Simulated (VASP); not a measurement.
# Si (Fd-3m) in VASP: notebook

Si is run at these levels: r2SCAN; tasks: single point.

Program: VASP 6.6.1. These are calculated values, not measurements. Logs are shortened: lines on timing, memory, paths and dates and some standing lists are left out, and cuts for length are marked.

### Step 1. The cell of the first run

It takes space group Fd-3m (No. 227, cubic). Conventional cell: a = 5.217 Å, b = 5.217 Å, c = 5.217 Å, α = 90.00°, β = 90.00°, γ = 90.00°. Within 3.0 Å of Si (site symmetry -43m) lie 4 Si at 2.26 Å.

### Step 2. Single point, r2SCAN (volume scaled by 0.880)

File POSCAR:

```
Si
1.0
    0.0000000000      2.6085659537      2.6085659537
    2.6085659537      0.0000000000      2.6085659537
    2.6085659537      2.6085659537      0.0000000000
Si
2
Direct
    0.7500000000      0.7500000000      0.7500000000
    0.5000000000      0.5000000000      0.5000000000
```

File INCAR.step1:

```
ALGO = Normal
EDIFF = 1E-4
ENCUT = 520
GGA = PE
ISMEAR = 0
LASPH = True
LCHARG = False
LREAL = False
LWAVE = True
NBANDS = 11
NELM = 100
PREC = Accurate
SIGMA = 0.05
```

File INCAR.step2:

```
ALGO = Normal
EDIFF = 1E-7
ENCUT = 520
ISIF = 2
ISMEAR = 0
ISTART = 1
LASPH = True
LCHARG = False
LMIXTAU = True
LREAL = False
LWAVE = False
METAGGA = R2SCAN
NBANDS = 11
NELM = 100
PREC = Accurate
SIGMA = 0.05
```

File KPOINTS:

```
k-points
0
Gamma
  14 14 14
```

Potentials or basis: VASP PAW PBE potentials, release 64 (Si).

Run with:

```bash
cat potpaw_PBE.64/Si/POTCAR > POTCAR
cp INCAR.step1 INCAR
mpirun -np 1 vasp_std > vasp.out
cp INCAR.step2 INCAR
mpirun -np 1 vasp_std > vasp.out
```

OUTCAR:

```text
EDIFF = 1E-7
   ENCUT = 520
   ISIF = 2
   ISMEAR = 0
   ISTART = 1
   LASPH = True
   LREAL = False
   METAGGA = R2SCAN
   NELM = 100
   PREC = Accurate

 ion  position               nearest neighbor table
   1  0.750  0.750  0.750-   2 2.26   2 2.26   2 2.26   2 2.26
   2  0.500  0.500  0.500-   1 2.26   1 2.26   1 2.26   1 2.26

  LATTYP: Found a face centered cubic cell.
 ALAT       =     5.2171319074

  Lattice vectors:

 A1 = (   0.0000000000,   2.6085659537,   2.6085659537)
 A2 = (   2.6085659537,   0.0000000000,   2.6085659537)
 A3 = (   2.6085659537,   2.6085659537,   0.0000000000)

Analysis of symmetry for initial positions (statically):
=====================================================================
 Subroutine PRICEL returns:
 Original cell was already a primitive cell.

 Routine SETGRP: Setting up the symmetry group for a
 face centered cubic supercell.

 Subroutine GETGRP returns: Found 48 space group operations
 (whereof 24 operations were pure point group operations)
 out of a pool of 48 trial point group operations.

The static configuration has the point symmetry T_d .
 The point group associated with its full space group is O_h .

Analysis of symmetry for dynamics (positions and initial velocities):
=====================================================================
 Subroutine PRICEL returns:
 Original cell was already a primitive cell.

 Routine SETGRP: Setting up the symmetry group for a
 face centered cubic supercell.

 Subroutine GETGRP returns: Found 48 space group operations
 (whereof 24 operations were pure point group operations)
 out of a pool of 48 trial point group operations.

The dynamic configuration has the point symmetry T_d .
 The point group associated with its full space group is O_h .

 Subroutine INISYM returns: Found 48 space group operations
 (whereof 24 operations are pure point group operations),
 and found     1 'primitive' translations

----------------------------------------------------------------------------------------

                                     Primitive cell

  volume of cell :      35.5006

  direct lattice vectors                    reciprocal lattice vectors
     0.000000000  2.608565954  2.608565954    -0.191676196  0.191676196  0.191676196
     2.608565954  0.000000000  2.608565954     0.191676196 -0.191676196  0.191676196
     2.608565954  2.608565954  0.000000000     0.191676196  0.191676196 -0.191676196
[... 90 lines left out ...]
   ISIF   =      2    stress and relaxation
   ISYM   =      2    0-nonsym 1-usesym 2-fastsym
   POTIM  = 0.5000    time-step for ionic-motion
   TEBEG  =    0.0;   TEEND  =   0.0 temperature during run
   PSTRESS=    0.0 pullay stress
   NELECT =       8.0000    total number of electrons
   NUPDOWN=      -1.0000    fix difference up-down
   EMIN   =  10.00;   EMAX   =-10.00  energy-range for DOS
   EFERMI =   0.00;   METHOD = LEGACY
   ISMEAR =     0;   SIGMA  =   0.05  broadening in eV -4-tet -1-fermi 0-gaus
   EFERMI_NEDOS =   21; number of points for ismear=-14 and -15
   IALGO  =     38    algorithm
   IMIX   =      4    mixing-type and parameters
     AMIX     =   0.40;   BMIX     =  1.00
     AMIX_MAG =   1.60;   BMIX_MAG =  1.00
  volume/ion in A,a.u.               =      17.75       119.78
  Fermi-wavevector in a.u.,A,eV,Ry     =   0.996230  1.882602 13.503435  0.992474
  Thomas-Fermi vector in A             =   2.128304
   LORBIT       =      0    0 simple, 1 ext, 2 COOP (PROOUT), +10 PAW based schemes
   METAGGA = R2SCAN    functional components
   LHFCALC =     F    Hartree Fock is set to
   AEXX    =    0.0000 exact exchange contribution
   IVDW    =     0    specifies the selected vdW correction
   LEPSILON=     F    determine dielectric tensor
   LRPA    =     F    only Hartree local field effects (RPA)
 non-spin polarized calculation
 Gauss-broadening in eV      SIGMA  =   0.05
  energy-cutoff  :      520.00
  volume of cell :       35.50
 maximum number of plane-waves:       982
   NGX = 13   NGY = 13   NGZ = 13

 number of electron       7.9999999 magnetization

 Free energy of the ion-electron system (eV)
  ---------------------------------------------------
  ext. energy  EPLUGINS =         0.00000000
  ---------------------------------------------------
  free energy    TOTEN  =       -17.33990720 eV

  energy without entropy =      -17.33990720  energy(sigma->0) =      -17.33990720

 E-fermi :   7.3153     XC(G=0): -10.3437

 val. band max:        7.0343410605   @ k =   0.0000   0.0000   0.0000
 cond. band min:       7.5708445420   @ k =   0.4286   0.4286   0.0000
 fundamental gap:      0.5365034814
 Fermi energy:         7.3153051645

 k-point     1 :       0.0000    0.0000    0.0000
  band No.  band energies     occupation
      1      -6.3973      2.00000
      2       7.0343      2.00000
      3       7.0343      2.00000
      4       7.0343      2.00000
      5       9.8380      0.00000
      6       9.8380      0.00000
      7       9.8380      0.00000
      8      12.5696      0.00000
      9      15.2038      0.00000
     10      15.2038      0.00000
     11      16.3283      0.00000
[... 309 lines left out ...]
 k-point    24 :       0.2857    0.1429    0.0000
  band No.  band energies     occupation
      1      -5.2736      2.00000
      2       2.9684      2.00000
      3       5.2365      2.00000
      4       5.3057      2.00000
      5       9.3426      0.00000
      6      11.8144      0.00000
      7      11.9016      0.00000
      8      12.3693      0.00000
      9      16.1860      0.00000
     10      17.0694      0.00000
     11      18.6109      0.00000

 [... further k-points ...]

------------------------ aborting loop because EDIFF is reached ----------------------------------------

  FORCE on cell =-STRESS in cart. coord.  units (eV):
  Direction    XX          YY          ZZ          XY          YZ          ZX
  --------------------------------------------------------------------------------------
  -------------------------------------------------------------------------------------
  Total        3.5105913      3.5105913      3.5105913      0.0000000     -0.0000000      0.0000000
  in kB      158.4365545    158.4365545    158.4365545      0.0000000     -0.0000000      0.0000000
  external PRESSURE =     158.4365545 kB  Pullay stress =       0.0000000 kB

 VOLUME and BASIS-vectors are now :
 -----------------------------------------------------------------------------
  energy-cutoff  :      520.00
  volume of cell :       35.50
      direct lattice vectors                 reciprocal lattice vectors
     0.000000000  2.608565954  2.608565954    -0.191676196  0.191676196  0.191676196
     2.608565954  0.000000000  2.608565954     0.191676196 -0.191676196  0.191676196
     2.608565954  2.608565954  0.000000000     0.191676196  0.191676196 -0.191676196

 POSITION                                       TOTAL-FORCE (eV/Angst)
 -----------------------------------------------------------------------------------
      3.91285      3.91285      3.91285         0.000000      0.000000      0.000000
      2.60857      2.60857      2.60857        -0.000000     -0.000000     -0.000000
 -----------------------------------------------------------------------------------
    total drift:                                0.000000      0.000000     -0.000000

  FREE ENERGIE OF THE ION-ELECTRON SYSTEM (eV)
  ---------------------------------------------------
  free  energy   TOTEN  =       -17.3399071977 eV

  energy  without entropy=      -17.3399071977  energy(sigma->0) =      -17.33990720
```

OUTCAR.step1:

```text
EDIFF = 1E-4
   ENCUT = 520
   GGA = PE
   ISMEAR = 0
   LASPH = True
[... 558 lines left out ...]
 -----------------------------------------------------------------------------------
      3.91285      3.91285      3.91285         0.000000     -0.000000     -0.000000
      2.60857      2.60857      2.60857        -0.000000      0.000000      0.000000
 -----------------------------------------------------------------------------------
    total drift:                                0.000000      0.000000     -0.000000

  FREE ENERGIE OF THE ION-ELECTRON SYSTEM (eV)
  ---------------------------------------------------
  free  energy   TOTEN  =       -10.5979414991 eV

  energy  without entropy=      -10.5979414970  energy(sigma->0) =      -10.59794150
```

It took 1.7 min on 1 thread of Intel Xeon Platinum 8488C (Sapphire Rapids), shared host; peak memory 0.17 GiB.

Results:

```
Free energy            : -17.3399 eV
Pressure               : 15.8 GPa
Band gap on the k mesh : 0.54 eV, indirect (least direct gap 2.80 eV)
```

Caveat: the PAW data sets were made with another functional, which shifts forces and pressure a little.

### Step 3. Single point, r2SCAN (volume scaled by 0.640)

File POSCAR:

```
Si
1.0
    0.0000000000      2.3458536924      2.3458536924
    2.3458536924      0.0000000000      2.3458536924
    2.3458536924      2.3458536924      0.0000000000
Si
2
Direct
    0.7500000000      0.7500000000      0.7500000000
    0.5000000000      0.5000000000      0.5000000000
```

File INCAR.step1:

```
SYSTEM = Si
PREC     = Accurate       ! precision mode
ENCUT    = 520            ! plane-wave cutoff, eV
ISMEAR   = 0              ! smearing method
SIGMA    = 0.05           ! smearing width, eV
LREAL    = .False.        ! projectors in reciprocal space
LASPH    = .True.         ! aspherical terms in the spheres
NELM     = 80             ! most SCF steps
NBANDS   = 11             ! bands
GGA      = PE             ! functional
ALGO     = Normal         ! electronic algorithm
EDIFF    = 1E-4           ! SCF threshold, eV
LWAVE    = .True.         ! write WAVECAR
LCHARG   = .False.        ! write CHGCAR
```

File INCAR.step2:

```
SYSTEM = Si
PREC     = Accurate       ! precision mode
ENCUT    = 520            ! plane-wave cutoff, eV
EDIFF    = 1E-6           ! SCF threshold, eV
ISMEAR   = 0              ! smearing method
SIGMA    = 0.05           ! smearing width, eV
LREAL    = .False.        ! projectors in reciprocal space
LASPH    = .True.         ! aspherical terms in the spheres
NELM     = 80             ! most SCF steps
ALGO     = Normal         ! electronic algorithm
ISIF     = 2              ! what is computed and relaxed
LWAVE    = .False.        ! write WAVECAR
LCHARG   = .False.        ! write CHGCAR
METAGGA  = R2SCAN         ! meta-GGA
LMIXTAU  = .True.       
NBANDS   = 11             ! bands
ISTART   = 1
```

File KPOINTS:

```
regular mesh
0
Gamma
  16 16 16
  0 0 0
```

Potentials or basis: VASP PAW PBE potentials, release 64 (Si).

Run with:

```bash
cat potpaw_PBE.64/Si/POTCAR > POTCAR
cp INCAR.step1 INCAR
mpirun -np 1 vasp_std > vasp.out
cp INCAR.step2 INCAR
mpirun -np 1 vasp_std > vasp.out
```

Wall time 1.8 min (1 thread of Intel Xeon Platinum 8488C (Sapphire Rapids), shared host); peak memory 0.17 GiB.

The run converged. Its results:

* Free energy: -14.2921 eV
* Pressure: 103.5 GPa
* Band gap on the k mesh: zero (band 4 reaches 11.21 eV, above the bottom of band 5 at 10.85 eV)

Levels at points of the mesh, in eV from the Fermi level:
```tsv
k point	band 2	band 3	band 4	band 5	band 6	band 7
(0.00, 0.00, 0.00)	0.20	0.20	0.20	3.02	3.02	3.02
(0.50, 0.00, 0.00)	-9.87	-1.46	-1.46	3.19	3.19	3.74
(0.50, 0.50, 0.00)	-9.84	-4.19	-4.19	-0.12	-0.12	13.37
```

Caveat: the PAW data sets were made with another functional, which shifts forces and pressure a little.
